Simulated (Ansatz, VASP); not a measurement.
## Si: VASP beside Ansatz

Contents of INCAR:

```
SYSTEM = Si
ALGO     = Normal         ! electronic algorithm
EDIFF    = 1E-6           ! SCF threshold, eV
ENCUT    = 520            ! plane-wave cutoff, eV
GGA      = PE             ! functional
ISIF     = 2              ! what is computed and relaxed
ISMEAR   = 0              ! smearing method
LASPH    = .True.         ! aspherical terms in the spheres
LCHARG   = .False.        ! write CHGCAR
LREAL    = .False.        ! projectors in reciprocal space
LWAVE    = .False.        ! write WAVECAR
NBANDS   = 16             ! bands
NELM     = 60             ! most SCF steps
PREC     = Accurate       ! precision mode
SIGMA    = 0.05           ! smearing width, eV
```

File KPOINTS:

```
k-points
0
Gamma
  12 12 6
  0 0 0
```

Contents of POSCAR:

```
Si
1.0
    3.5815064503     -0.0770216441      0.0000000000
   -1.8574559256      3.6071052948      0.0000000000
    0.0000000000      0.0000000000      6.3646810974
Si
4
Direct
    0.3333333333      0.6666666667      0.0629320729
    0.6666666667      0.3333333333      0.5629320729
    0.3333333333      0.6666666667      0.4370679271
    0.6666666667      0.3333333333      0.9370679271
```

Input for Ansatz:

```yaml
crystal:
  lattice:
    - [3.5815064503, -0.0770216441, 0.0]
    - [-1.8574559256, 3.6071052948, 0.0]
    - [0.0, 0.0, 6.3646810974]
  atoms:
    - { symbol: Si, position: [0.3333333333, 0.6666666667, 0.0629320729] }
    - { symbol: Si, position: [0.6666666667, 0.3333333333, 0.5629320729] }
    - { symbol: Si, position: [0.3333333333, 0.6666666667, 0.4370679271] }
    - { symbol: Si, position: [0.6666666667, 0.3333333333, 0.9370679271] }
basis:
  ecutwfc: 420
kpoints:
  mp_grid: { grid: [12, 12, 6] }
hamiltonian:
  xc: pbe
  pseudopotentials: { kind: paw, azcp: { folder: soft_1 } }
scf:
  occupations: { method: gaussian, width: 0.05 }
output:
  forces: true
  stress: true
  eigenvalues: true
```

Change from the starting cell: engineering shear strain xy -0.0400, strain +e along x and -e along y -0.0700.

Alike in both runs: task single point; functional PBE; k mesh 12 × 12 × 6; occupations gaussian, width 0.05 eV; no spin polarisation.

|  | VASP | Ansatz |
| --- | --- | --- |
| version | VASP 6.6.1 | Ansatz 0.2.0 |
| potentials or method | VASP PAW PBE potentials, release 64 (Si), cutoff 520 eV | scalar-relativistic, plane waves, PAW |
| valence electrons in the cell | 16 | 16 |

Ansatz gave:

| Item | Value |
| --- | --- |
| gap on the k mesh at the Fermi level (eV) | none |
| pressure (GPa) | 1.5 |
| traceless stress, the component that is largest in VASP (GPa) | 12.00 |
| rms of the force components (eV/Å) | 0.606 |

Question: Which values does VASP return?

Answer: gap on the k mesh at the Fermi level (eV): none; pressure (GPa): 1.4; traceless stress, the component that is largest in VASP (GPa): 12.03; rms of the force components (eV/Å): 0.603.

Atom by atom the forces differ by 0.003 eV/Å (rms over components). A gap of «none» marks a metal or a gap that the smearing closes.
